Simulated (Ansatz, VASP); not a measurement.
SiW3: VASP beside Ansatz

```
Si W
1.0
     0.00000    3.12137    3.12137
     3.12137    0.00000    3.12137
     3.12137    3.12137    0.00000
Si W
1 3
Direct
  0.00000 0.00000 0.00000
  0.75000 0.75000 0.75000
  0.50000 0.50000 0.50000
  0.25000 0.25000 0.25000
```

Alike in both runs: functional PBE; k mesh 14 × 14 × 14; occupations gaussian, width 0.1 eV; no spin polarisation.

Ansatz relaxed the structure, and its values are those at the end. VASP's run is a single point on that final structure, the one shown.

```csv
,VASP,Ansatz
version,VASP 6.6.1,Ansatz 0.2.0
potentials or method,"VASP PAW PBE potentials, release 64 (Si, W_sv), cutoff 520 eV","scalar-relativistic, plane waves, PAW"
valence electrons in the cell,46,46
```

VASP gave:

```
gap on the k mesh at the Fermi level (eV) : none
pressure (GPa)                            : 0.4
```

What did Ansatz give for the same quantities?

gap on the k mesh at the Fermi level (eV): none; pressure (GPa): 0.0.

A gap of «none» marks a metal or a gap that the smearing closes. The functional is the same, so the differences come from potentials, cutoffs and numerics.

Neither program's run includes spin-orbit coupling.
